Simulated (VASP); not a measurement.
# Bi (Fm-3m) in VASP: a series of runs

Bi is run at these levels: PBE; tasks: relaxation of cell and atoms.

Program: VASP 6.6.1. These are calculated values, not measurements. Logs are shortened: lines on timing, memory, paths and dates and some standing lists are left out, and cuts for length are marked.

## Step 1: The cell of the first run

Symmetry: Fm-3m, No. 225, cubic system. The conventional cell has a = 4.640 Å, b = 4.640 Å, c = 4.640 Å, α = 90.00°, β = 90.00°, γ = 90.00°. Bi (site symmetry m-3m) has 12 Bi at 3.28 Å within 4.3 Å.

This isn't the form of Bi at room conditions, which is rhombohedral.

## Step 2: Relaxation of cell and atoms, PBE, target pressure 21 GPa, at which the enthalpy is minimised

The input, INCAR:

```
ALGO = Normal ; EDIFF = 1E-7
EDIFFG = -0.005 ; ENCUT = 600
GGA = PE ; IBRION = 2
ISIF = 3 ; ISMEAR = -1
LASPH = True ; LCHARG = False
LREAL = False ; LWAVE = False
NELM = 100 ; NSW = 60
PREC = Accurate ; PSTRESS = 210.0
SIGMA = 0.08
```

The input, KPOINTS:

```
k-points
0
Gamma
  14 14 14
```

The input, POSCAR:

```
Bi
1.0
    0.0000000000      2.3200846681      2.3200846681
    2.3200846681      0.0000000000      2.3200846681
    2.3200846681      2.3200846681      0.0000000000
Bi
1
Direct
    0.0000000000      0.0000000000      0.0000000000
```

Potentials or basis: VASP PAW PBE potentials, release 64 (Bi_d).

Launch:

```bash
cat potpaw_PBE.64/Bi_d/POTCAR > POTCAR
mpirun -np 1 vasp_std > vasp.out
```

OUTCAR:

```text
EDIFF = 1E-7
   EDIFFG = -0.005
   ENCUT = 600
   GGA = PE
   IBRION = 2
   ISIF = 3
   ISMEAR = -1
   LASPH = True
   LREAL = False
   NELM = 100
   NSW = 60
   PREC = Accurate
   PSTRESS = 210.0

 ion  position               nearest neighbor table
   1  0.000  0.000  0.000-

  LATTYP: Found a face centered cubic cell.
 ALAT       =     4.6401693362

  Lattice vectors:

 A1 = (   0.0000000000,   2.3200846681,   2.3200846681)
 A2 = (   2.3200846681,   0.0000000000,   2.3200846681)
 A3 = (   2.3200846681,   2.3200846681,   0.0000000000)

Analysis of symmetry for initial positions (statically):
=====================================================================
 Subroutine PRICEL returns:
 Original cell was already a primitive cell.

 Routine SETGRP: Setting up the symmetry group for a
 face centered cubic supercell.

 Subroutine GETGRP returns: Found 48 space group operations
 (whereof 48 operations were pure point group operations)
 out of a pool of 48 trial point group operations.

The static configuration has the point symmetry O_h .

Analysis of symmetry for dynamics (positions and initial velocities):
=====================================================================
 Subroutine PRICEL returns:
 Original cell was already a primitive cell.

 Routine SETGRP: Setting up the symmetry group for a
 face centered cubic supercell.

 Subroutine GETGRP returns: Found 48 space group operations
 (whereof 48 operations were pure point group operations)
 out of a pool of 48 trial point group operations.

The dynamic configuration has the point symmetry O_h .

 Subroutine INISYM returns: Found 48 space group operations
 (whereof 48 operations are pure point group operations),
 and found     1 'primitive' translations

----------------------------------------------------------------------------------------

                                     Primitive cell

  volume of cell :      24.9771

  direct lattice vectors                    reciprocal lattice vectors
     0.000000000  2.320084668  2.320084668    -0.215509376  0.215509376  0.215509376
     2.320084668  0.000000000  2.320084668     0.215509376 -0.215509376  0.215509376
     2.320084668  2.320084668  0.000000000     0.215509376  0.215509376 -0.215509376

  length of vectors
     3.281095203  3.281095203  3.281095203     0.373273189  0.373273189  0.373273189

  position of ions in fractional coordinates (direct lattice)
     0.000000000  0.000000000  0.000000000

  ion indices of the primitive-cell ions
   primitive index   ion index
                 1           1

----------------------------------------------------------------------------------------

 KPOINTS: k-points

Automatic generation of k-mesh.
 Grid dimensions read from file:
 generate k-points for:   14   14   14

 Generating k-lattice:

  Cartesian coordinates                     Fractional coordinates (reciprocal lattice)
    -0.015393527  0.015393527  0.015393527     0.071428571  0.000000000  0.000000000
     0.015393527 -0.015393527  0.015393527     0.000000000  0.071428571  0.000000000
     0.015393527  0.015393527 -0.015393527     0.000000000  0.000000000  0.071428571

  Length of vectors
     0.026662371  0.026662371  0.026662371

  Shift w.r.t. Gamma in fractional coordinates (k-lattice)
     0.000000000  0.000000000  0.000000000

 Subroutine IBZKPT returns following result:
 ===========================================

 Found    104 irreducible k-points:

 Following reciprocal coordinates:
            Coordinates               Weight
  0.000000  0.000000  0.000000      1.000000
  0.071429  0.000000  0.000000      8.000000
  0.142857  0.000000  0.000000      8.000000
  0.214286  0.000000  0.000000      8.000000
  0.285714  0.000000  0.000000      8.000000
  0.357143  0.000000  0.000000      8.000000
[... 16 lines left out ...]
  0.214286  0.142857  0.000000     24.000000
  0.285714  0.142857  0.000000     24.000000
 [... further k-points ...]
   k-points           NKPTS =    104   k-points in BZ     NKDIM =    104   number of bands    NBANDS=     11
   number of dos      NEDOS =    301   number of ions     NIONS =      1
   total plane-waves  NPLWV =  21952
   dimension x,y,z NGX =    28 NGY =   28 NGZ =   28
   dimension x,y,z NGXF=    56 NGYF=   56 NGZF=   56
   ions per type =               1
   NGX,Y,Z   is equivalent  to a cutoff of  14.19, 14.19, 14.19 a.u.
   NGXF,Y,Z  is equivalent  to a cutoff of  28.37, 28.37, 28.37 a.u.
 SYSTEM =  unknown system
   PREC   = accura    normal or accurate (medium, high low for compatibility)
   ISTART =      0    job   : 0-new  1-cont  2-samecut
   ICHARG =      2    charge: 1-file 2-atom 10-const
   ISPIN  =      1    spin polarized calculation?
   LNONCOLLINEAR =      F non collinear calculations
   LSORBIT =      F    spin-orbit coupling
   LASPH  =      T    aspherical Exc in radial PAW
   ENCUT  =  600.0 eV  44.10 Ry    6.64 a.u.   6.55  6.55  6.55*2*pi/ulx,y,z
   NELM   =    100;   NELMIN=  2; NELMDL= -5     # of ELM steps
   EDIFF  = 0.1E-06   stopping-criterion for ELM
   LREAL  =      F    real-space projection
   EDIFFG = -.5E-02   stopping-criterion for IOM
   NSW    =     60    number of steps for IOM
   IBRION =      2    ionic relax: 0-MD 1-quasi-New 2-CG
   NFREE  =      1    steps in history (QN), initial steepest desc. (CG)
   ISIF   =      3    stress and relaxation
   ISYM   =      2    0-nonsym 1-usesym 2-fastsym
   POTIM  = 0.5000    time-step for ionic-motion
   TEBEG  =    0.0;   TEEND  =   0.0 temperature during run
   PSTRESS=  210.0 pullay stress
   NELECT =      15.0000    total number of electrons
   NUPDOWN=      -1.0000    fix difference up-down
   EMIN   =  10.00;   EMAX   =-10.00  energy-range for DOS
   EFERMI =   0.00;   METHOD = LEGACY
   ISMEAR =    -1;   SIGMA  =   0.08  broadening in eV -4-tet -1-fermi 0-gaus
   EFERMI_NEDOS =   21; number of points for ismear=-14 and -15
   IALGO  =     38    algorithm
   IMIX   =      4    mixing-type and parameters
     AMIX     =   0.40;   BMIX     =  1.00
     AMIX_MAG =   1.60;   BMIX_MAG =  1.00
  volume/ion in A,a.u.               =      24.98       168.55
  Fermi-wavevector in a.u.,A,eV,Ry     =   1.381205  2.610099 25.956198  1.907727
  Thomas-Fermi vector in A             =   2.506011
   LORBIT       =      0    0 simple, 1 ext, 2 COOP (PROOUT), +10 PAW based schemes
   GGA     = PE    functional components
   LHFCALC =     F    Hartree Fock is set to
   AEXX    =    0.0000 exact exchange contribution
   IVDW    =     0    specifies the selected vdW correction
   LEPSILON=     F    determine dielectric tensor
   LRPA    =     F    only Hartree local field effects (RPA)
 conjugate gradient relaxation of ions
 non-spin polarized calculation
  energy-cutoff  :      600.00
  volume of cell :       24.98
 maximum number of plane-waves:       869
 NGX is ok and might be reduce to    28
   NGX = 13   NGY = 13   NGZ = 13

--------------------------------------- Ionic step        1  -------------------------------------------

 number of electron      14.9999999 magnetization

 Free energy of the ion-electron system (eV)
  ---------------------------------------------------
  ext. energy  EPLUGINS =         0.00000000
  ---------------------------------------------------
  free energy    TOTEN  =        -3.33615383 eV

  energy without entropy =       -3.31835091  energy(sigma->0) =       -3.32725237

------------------------ aborting loop because EDIFF is reached ----------------------------------------

  FORCE on cell =-STRESS in cart. coord.  units (eV):
  Direction    XX          YY          ZZ          XY          YZ          ZX
  --------------------------------------------------------------------------------------
  -------------------------------------------------------------------------------------
  Total        3.3491152      3.3491152      3.3491152      0.0000000      0.0000000     -0.0000000
  in kB      214.8320958    214.8320958    214.8320958      0.0000000      0.0000000     -0.0000000
  external PRESSURE =       4.8320958 kB  Pullay stress =     210.0000000 kB
[... 59 lines left out ...]
  enthalpy is  TOTEN    =        -0.0619127157 eV   P V=        3.3096071402

--------------------------------------- Ionic step        3  -------------------------------------------

 number of electron      14.9999999 magnetization

 Free energy of the ion-electron system (eV)
  ---------------------------------------------------
  ext. energy  EPLUGINS =         0.00000000
  ---------------------------------------------------
  free energy    TOTEN  =        -3.34764868 eV

  energy without entropy =       -3.32971821  energy(sigma->0) =       -3.33868344

 E-fermi :  11.0704     XC(G=0): -11.3731

 val. band max:       11.0408194989   @ k =  -0.4286   0.4286   0.0714
 cond. band min:      11.0830305062   @ k =  -0.3571   0.2143   0.0714
 fundamental gap:      0.0422110073
 Fermi energy:        11.0703962484

 k-point     1 :       0.0000    0.0000    0.0000
  band No.  band energies     occupation
      1     -12.3419      2.00000
      2     -12.3419      2.00000
      3     -12.3419      2.00000
      4     -12.1925      2.00000
      5     -12.1925      2.00000
      6      -4.3540      2.00000
      7      17.5203      0.00000
      8      17.5203      0.00000
      9      17.5203      0.00000
     10      19.8079      0.00000
     11      22.5607      0.00000
[... 309 lines left out ...]
 k-point    24 :       0.2857    0.1429    0.0000
  band No.  band energies     occupation
      1     -12.3810      2.00000
      2     -12.2767      2.00000
      3     -12.2490      2.00000
      4     -12.2020      2.00000
      5     -12.1181      2.00000
      6      -2.7082      2.00000
      7      10.5241      1.99784
      8      14.3995      0.00000
      9      14.7372      0.00000
     10      18.5175      0.00000
     11      20.3347      0.00000

 [... further k-points ...]

------------------------ aborting loop because EDIFF is reached ----------------------------------------

  FORCE on cell =-STRESS in cart. coord.  units (eV):
  Direction    XX          YY          ZZ          XY          YZ          ZX
  --------------------------------------------------------------------------------------
  -------------------------------------------------------------------------------------
  Total        3.2849595      3.2849595      3.2849595      0.0000000      0.0000000     -0.0000000
  in kB      209.9876796    209.9876796    209.9876796      0.0000000      0.0000000     -0.0000000
  external PRESSURE =      -0.0123204 kB  Pullay stress =     210.0000000 kB
[... 16 lines left out ...]
  FREE ENERGIE OF THE ION-ELECTRON SYSTEM (eV)
  ---------------------------------------------------
  free  energy   TOTEN  =        -3.3476486816 eV

  energy  without entropy=       -3.3297182078  energy(sigma->0) =       -3.33868344

  enthalpy is  TOTEN    =        -0.0624964795 eV   P V=        3.2851522022

 reached required accuracy - stopping structural energy minimisation
```

Wall time 89 s (1 thread of Intel Xeon 8259CL, shared host); peak memory 0.19 GiB.

What came out:

```yaml
Free_energy: -3.3476 eV
Relaxed_volume: 25.06 Å³/atom
Relaxed_cell: a = 3.285 Å, b = 3.285 Å, c = 3.285 Å, α = 60.00°, β = 60.00°, γ = 60.00°
Space_group_after_relaxing_to_0.1_Å: Fm-3m (No. 225)
Energy_change_on_relaxing_the_run_minimises_the_enthalpy: -11.5 meV/atom
Ionic_steps: 3
Pressure_after_relaxing: 21.0 GPa
Band_gap_on_the_k_mesh: zero (an odd number of electrons rules out a gap without spin polarisation)
```

Step by step:
| step | energy change (eV) | largest force (eV/Å) | pressure (GPa) | volume (Å³) |
| --- | --- | --- | --- | --- |
| 1 | 0.0000 | 0.0000 | 21.48 | 24.98 |
| 2 | -0.0354 | 0.0000 | 20.01 | 25.25 |
| 3 | -0.0115 | 0.0000 | 21.00 | 25.06 |

Final structure:
```cif
data_structure
_symmetry_space_group_name_H-M 'P 1'
_symmetry_Int_Tables_number 1
_cell_length_a 3.2849
_cell_length_b 3.2849
_cell_length_c 3.2849
_cell_angle_alpha 60.000
_cell_angle_beta 60.000
_cell_angle_gamma 60.000
_cell_volume 25.06
loop_
_atom_site_label
_atom_site_type_symbol
_atom_site_fract_x
_atom_site_fract_y
_atom_site_fract_z
_atom_site_occupancy
Bi1 Bi 0.00000 0.00000 0.00000 1
```

Levels at points of the mesh, in eV from the Fermi level:
```tsv
k point	band 5	band 6	band 7	band 8	band 9	band 10
(0.00, 0.00, 0.00)	-23.26	-15.42	6.45	6.45	6.45	8.74
(0.50, 0.00, 0.00)	-23.12	-11.26	-6.81	4.29	4.29	8.29
(0.50, 0.50, 0.00)	-23.08	-9.59	-5.78	0.26	0.26	4.23
```

Caveat: the cell is relaxed towards a set pressure, so the run minimises the enthalpy, not the energy; spin-orbit coupling is left out, which moves the levels of the heavy elements.

## Step 3: Relaxation of cell and atoms, PBE, target pressure 21 GPa, at which the enthalpy is minimised

This run uses another cell than the first one, of 25.06 Å³/atom.

The input, INCAR:

```
SYSTEM = Bi
PREC = Accurate ; ENCUT = 600
EDIFF = 1E-7 ; ISMEAR = -1
SIGMA = 0.08 ; LREAL = .FALSE.
LASPH = .TRUE. ; NELM = 100
ALGO = Normal ; ISIF = 3
LWAVE = .FALSE. ; LCHARG = .FALSE.
GGA = PE ; IBRION = 2
NSW = 32 ; EDIFFG = -0.005
PSTRESS = 210.0
```

The input, KPOINTS:

```
Automatic mesh
0
G
  14 14 14
  0 0 0
```

The input, POSCAR:

```
Bi
1.0
    0.0000000000      2.3227927978      2.3227927978
    2.3227927978      0.0000000000      2.3227927978
    2.3227927978      2.3227927978      0.0000000000
Bi
1
Direct
    0.0000000000      0.0000000000      0.0000000000
```

Potentials or basis: VASP PAW PBE potentials, release 64 (Bi_d).

Launch:

```bash
cat potpaw_PBE.64/Bi_d/POTCAR > POTCAR
mpirun -np 1 vasp_std > vasp.out
```

Wall time 14 s (1 thread of AMD EPYC 9R45 (Zen 5), shared host); peak memory 0.15 GiB.

It converged, with:

```yaml
Free_energy: -3.3478 eV
Pressure_after_relaxing: 21.0 GPa
Band_gap_on_the_k_mesh: zero (an odd number of electrons rules out a gap without spin polarisation)
```

Final structure:
```
CELL_PARAMETERS angstrom
0.00000 2.32279 2.32279
2.32279 0.00000 2.32279
2.32279 2.32279 0.00000
ATOMIC_POSITIONS crystal
Bi 0.00000 0.00000 0.00000
```

Levels at points of the mesh, in eV from the Fermi level:
| k point | band 4 | band 5 | band 6 | band 7 | band 8 | band 9 | band 10 | band 11 |
| --- | --- | --- | --- | --- | --- | --- | --- | --- |
| (0.00, 0.00, 0.00) | -23.26 | -23.26 | -15.42 | 6.45 | 6.45 | 6.45 | 8.74 | 11.49 |
| (0.50, 0.00, 0.00) | -23.12 | -23.12 | -11.26 | -6.81 | 4.29 | 4.29 | 8.29 | 8.90 |
| (0.50, 0.50, 0.00) | -23.08 | -23.08 | -9.60 | -5.78 | 0.26 | 0.26 | 4.23 | 5.43 |

Caveat: the relaxation stopped at its first step, so nothing moved; the cell is relaxed towards a set pressure, so the run minimises the enthalpy, not the energy; spin-orbit coupling is left out, which moves the levels of the heavy elements.
